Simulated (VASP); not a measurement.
Set up this calculation in VASP 6.6.1, as the native input.

| Item | Value |
| --- | --- |
| Task | single point |
| Functional | PBE |
| Potentials or basis | VASP PAW PBE potentials, release 64 (Cu, Au) |
| Cutoff | 520 eV |
| k mesh | 14 × 14 × 14 |
| Occupations | gaussian, width 0.1 eV |
| Spin | no spin polarisation |
| Dipole correction | no |
| Further INCAR settings | ALGO = Fast; EDIFF = 1e-06; NBANDS = 24 |

The structure of CuAu2 lies in POSCAR:

```
CuAu2
1.0
    0.0000000000      0.0000000000      2.9122849151
    0.0000000000      2.9122849151      0.0000000000
   -5.6622759358     -1.4561424576     -1.4561424576
Cu Au
1 2
Direct
    0.3333333333      0.3333333333      0.6666666667
   -0.0116492994     -0.0116492994     -0.0232985987
    0.6783159660      0.6783159660      0.3566319321
```

These files were run (other wordings do the same):

INCAR

```
PREC = Accurate
ENCUT = 520
EDIFF = 1E-6
ISMEAR = 0
SIGMA = 0.1
LREAL = False
LASPH = True
NELM = 80
ALGO = Fast
ISIF = 2
LWAVE = False
LCHARG = False
GGA = PE
NBANDS = 24
```

KPOINTS

```
regular mesh
0
Gamma
  14 14 14
```

Potentials or basis: VASP PAW PBE potentials, release 64 (Cu, Au).

Run with:

```bash
$ cat potpaw_PBE.64/Cu/POTCAR potpaw_PBE.64/Au/POTCAR > POTCAR
$ mpirun -np 1 vasp_std > vasp.out
```

It gave:

```yaml
Pressure: 0.6 GPa
Largest_force: 0.007 eV/Å
Band_gap_on_the_k_mesh: zero (an odd number of electrons rules out a gap without spin polarisation)
```

Caveat: spin-orbit coupling is left out, which moves the levels of the heavy elements.

Run time: 3 min on 1 thread of AMD EPYC 9R45 96-Core Processor (Zen 5), on a shared host, peak memory 0.35 GiB.
